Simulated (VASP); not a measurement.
Write the native input for VASP 6.6.1 that does the following.

| Property | Result |
| --- | --- |
| Task | single point |
| Functional | PBE |
| Potentials or basis | VASP PAW PBE potentials, release 64 (Al, N) |
| Cutoff | 520 eV |
| k mesh | 10 × 10 × 10 |
| Occupations | gaussian, width 0.05 eV |
| Spin | no spin polarisation |
| Dipole correction | no |
| Further INCAR settings | ALGO = Normal; EDIFF = 1e-06; NBANDS = 11 |

The structure of AlN lies in POSCAR:

```
AlN
1.0
    0.0000000000      2.1839935596      2.1839935596
    2.1839935596      0.0000000000      2.1839935596
    2.1839935596      2.1839935596      0.0000000000
Al N
1 1
Direct
   -0.0267411198     -0.0267411198      0.0267411198
    0.8015111409      0.8015111409      0.6984888591
```

This cell differs from its parent crystal: mode 4 (656.9 1/cm) frozen in, largest displacement +0.225 Å.

These files were run (other wordings do the same):

INCAR

```
SYSTEM = AlN
  ALGO = Normal
  EDIFF = 1E-6
  ENCUT = 520
  GGA = PE
  ISIF = 2
  ISMEAR = 0
  LASPH = .TRUE.
  LCHARG = .TRUE.
  LELF = .TRUE.
  LREAL = .FALSE.
  LVHAR = .TRUE.
  LWAVE = .FALSE.
  NBANDS = 11
  NELM = 100
  PREC = Accurate
  SIGMA = 0.05
```

KPOINTS

```
k-points
0
G
  10 10 10
  0 0 0
```

Potentials or basis: VASP PAW PBE potentials, release 64 (Al, N).

Run with:

```bash
$ cat potpaw_PBE.64/Al/POTCAR potpaw_PBE.64/N/POTCAR > POTCAR
$ mpirun -np 1 vasp_std > vasp.out
```

Results of the run:

- Pressure: 18.5 GPa
- Largest force: 4.441 eV/Å
- Band gap on the k mesh: 2.51 eV, indirect (least direct gap 3.22 eV)

Caveat: the cell differs from its parent crystal (mode 4 (656.9 1/cm) frozen in, largest displacement +0.225 Å); forces of over 1 eV/Å act on the atoms, so gaps and moduli don't describe the material at rest.

Run time: 10 s on 1 thread of Intel(R) Xeon(R) 6975P-C (Granite Rapids), with other jobs on the host, peak memory 0.16 GiB.
